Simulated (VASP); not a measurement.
Here is a VASP 6.6.1 calculation.

INCAR

```
PREC = Accurate ; ENCUT = 520
EDIFF = 1E-6 ; ISMEAR = -1
SIGMA = 0.05 ; LREAL = F
LASPH = T ; NELM = 60
ALGO = Normal ; ISIF = 2
LWAVE = F ; LCHARG = F
GGA = RE ; IVDW = 13
NBANDS = 28
```

KPOINTS

```
Automatic mesh
0
Gamma
  7 7 7
```

The input POSCAR:

```
BaTiO3
1.0
    3.9736885800      0.0000000000      0.0000000000
    0.0000000000      3.9736885800      0.0000000000
    0.0000000000      0.0000000000      4.1495773695
Ba Ti O
1 1 3
Direct
    0.0000000000      0.0000000000     -0.0084530425
    0.5000000000      0.5000000000      0.4748509516
    0.0000000000      0.5000000000      0.5199023233
    0.5000000000      0.0000000000      0.5199023233
    0.5000000000      0.5000000000      0.0367974442
```

Potentials or basis: VASP PAW PBE potentials, release 64 (Ba_sv, Ti_sv, O).

Command:

```console
$ cat potpaw_PBE.64/Ba_sv/POTCAR potpaw_PBE.64/Ti_sv/POTCAR potpaw_PBE.64/O/POTCAR > POTCAR
$ mpirun -np 1 vasp_std > vasp.out
```

Q: Predict the band gap on the k mesh.

A: 1.94 eV, indirect (least direct gap 2.36 eV).

Q: Estimate the largest force.

A: 0.059 eV/Å.

Q: What does it give for the pressure?

A: 1.7 GPa.

Forces on the atoms (eV/Å):
```
Ba   0.000  0.000  0.046
Ti   0.000  0.000  0.059
O    0.000  0.000 -0.027
O    0.000  0.000 -0.027
O    0.000  0.000 -0.051
```

Caveat: the PAW data sets were made with another functional, which shifts forces and pressure a little; spin-orbit coupling is left out, which moves the levels of the heavy elements. A k mesh can miss the band edges.
